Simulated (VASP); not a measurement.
Input of a VASP 6.6.1 run:

The input INCAR:

```
PREC     = Accurate       # precision mode
ENCUT    = 520            # plane-wave cutoff, eV
EDIFF    = 1E-6           # SCF threshold, eV
ISMEAR   = 0              # smearing method
SIGMA    = 0.02           # smearing width, eV
LREAL    = F              # projectors in reciprocal space
LASPH    = T              # aspherical terms in the spheres
NELM     = 100            # most SCF steps
ALGO     = Normal         # electronic algorithm
ISIF     = 2              # what is computed and relaxed
LWAVE    = F              # write WAVECAR
LCHARG   = T              # write CHGCAR
GGA      = PS             # functional
LELF     = T              # ELF
LVHAR    = T            
NBANDS   = 35             # bands
```

Contents of KPOINTS:

```
regular mesh
0
Gamma
  12 12 2
```

File POSCAR:

```
MoS2
1.0
    2.9529050946      0.0000000000      0.0000000000
   -1.4764525473      2.5572908269      0.0000000000
    0.0000000000      0.0000000000     12.9474606635
Mo S
2 4
Direct
    0.6666666667      0.3333333333      0.2500000000
    0.3333333333      0.6666666667      0.7500000000
    0.6666666667      0.3333333333      0.6240750900
    0.3333333333      0.6666666667      0.3759249100
    0.6666666667      0.3333333333      0.8759249100
    0.3333333333      0.6666666667      0.1240750900
```

Potentials or basis: VASP PAW PBE potentials, release 64 (Mo_sv, S).

Command:

```console
$ cat potpaw_PBE.64/Mo_sv/POTCAR potpaw_PBE.64/S/POTCAR > POTCAR
$ mpirun -np 1 vasp_std > vasp.out
```

(1) What does it give for the pressure?

(2) Estimate the band gap on the k mesh.

Answers

(1) 13.7 GPa.

(2) 1.08 eV (least direct gap 1.85 eV).

Caveat: the cell stands under pressure; the PAW data sets were made with another functional, which shifts forces and pressure a little; this functional lacks dispersion, which binds the layers, so the pressure and a relaxed spacing across them are unreliable.
